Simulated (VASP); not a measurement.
SnTe:

```
Te Sn
1.0
     0.00000    3.63506    3.63506
     3.63506    0.00000    3.63506
     3.63506    3.63506    0.00000
Te Sn
1 1
Cartesian
  1.8175 1.8175 1.8175
  0.0000 0.0000 0.0000
```

Base run:

| Item | Value |
| --- | --- |
| Program | VASP 6.6.1 |
| Functional | PBE0 |
| Potentials or basis | VASP PAW PBE potentials, release 64 (Te, Sn_d) |
| Cutoff | 520 eV |
| k mesh | 4 × 4 × 4 |
| Occupations | fermi-dirac, width 0.05 eV |
| Spin | no spin polarisation |

Its results: band gap on the k mesh 1.05 eV (least direct gap 1.82 eV); pressure -1.2 GPa.

Task: The run is repeated on the same cell with these changes: functional from PBE0 to HSE06. What comes out?

Result: Band gap on the k mesh 0.43 eV (least direct gap 1.17 eV); pressure -1.2 GPa.

Caveats: the PAW data sets were made with another functional, which shifts forces and pressure a little; spin-orbit coupling is left out, which moves the levels of the heavy elements.

A k mesh can miss the band edges.
